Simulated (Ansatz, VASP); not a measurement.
# One calculation of NaI, two programs

The input POSCAR:

```
NaI
1.0
    0.0000000000      3.2616066157      3.2616066157
    3.2616066157      0.0000000000      3.2616066157
    3.2616066157      3.2616066157      0.0000000000
Na I
1 1
Direct
    0.0000000000      0.0000000000      0.0000000000
    0.5000000000      0.5000000000      0.5000000000
```

File INCAR.step1:

```
SYSTEM = NaI
ALGO = Normal
EDIFF = 1E-5
ENCUT = 550
GGA = PE
GGA_COMPAT = .False.
ISMEAR = 0
LASPH = .True.
LCHARG = .False.
LREAL = .False.
LWAVE = .True.
NBANDS = 14
NELM = 120
PREC = Accurate
SIGMA = 0.01
```

The input INCAR.step2:

```
SYSTEM = NaI
ALGO = Normal
EDIFF = 1E-6
ENCUT = 550
GGA_COMPAT = .False.
ISIF = 2
ISMEAR = 0
ISTART = 1
LASPH = .True.
LCHARG = .True.
LELF = .True.
LMIXTAU = .True.
LREAL = .False.
LVHAR = .True.
LWAVE = .False.
METAGGA = R2SCAN
NBANDS = 14
NELM = 120
PREC = Accurate
SIGMA = 0.01
```

File KPOINTS:

```
k-points
0
Gamma
  6 6 6
  0 0 0
```

Input for Ansatz:

```yaml
crystal:
  lattice:
    - [0.0, 3.2616066157, 3.2616066157]
    - [3.2616066157, 0.0, 3.2616066157]
    - [3.2616066157, 3.2616066157, 0.0]
  atoms:
    - { symbol: Na, position: [0.0, 0.0, 0.0] }
    - { symbol: I, position: [0.5, 0.5, 0.5] }
kpoints:
  mp_grid: { grid: [6, 6, 6] }
hamiltonian:
  xc: r2scan
scf:
  occupations: { method: fixed }
  n_extra_bands: 4
output:
  forces: true
  stress: true
  eigenvalues: true
```

Alike in both runs: task single point; functional r2SCAN; k mesh 6 × 6 × 6; no spin polarisation.

|  | VASP | Ansatz |
| --- | --- | --- |
| version | VASP 6.6.1 | Ansatz 0.2.0 |
| potentials or method | VASP PAW PBE potentials, release 64 (Na_pv, I) | plane waves, PAW |
| plane-wave cutoff (eV) | 550 | 500 |
| occupations | gaussian, width 0.01 eV | fixed |
| valence electrons in the cell | 14 | 26 |

|  | VASP | Ansatz | Ansatz less VASP |
| --- | --- | --- | --- |
| gap on the k mesh at the Fermi level (eV) | 4.37 | 4.36 | -0.009 |
| pressure (GPa) | -0.5 | -0.5 | +0.06 |

VASP's potentials were made for PBE, not for r2SCAN. VASP's potentials hold 14 valence electrons a cell and Ansatz's 26, so a difference there can come from the potentials and not from the codes.

Neither program's run includes spin-orbit coupling.
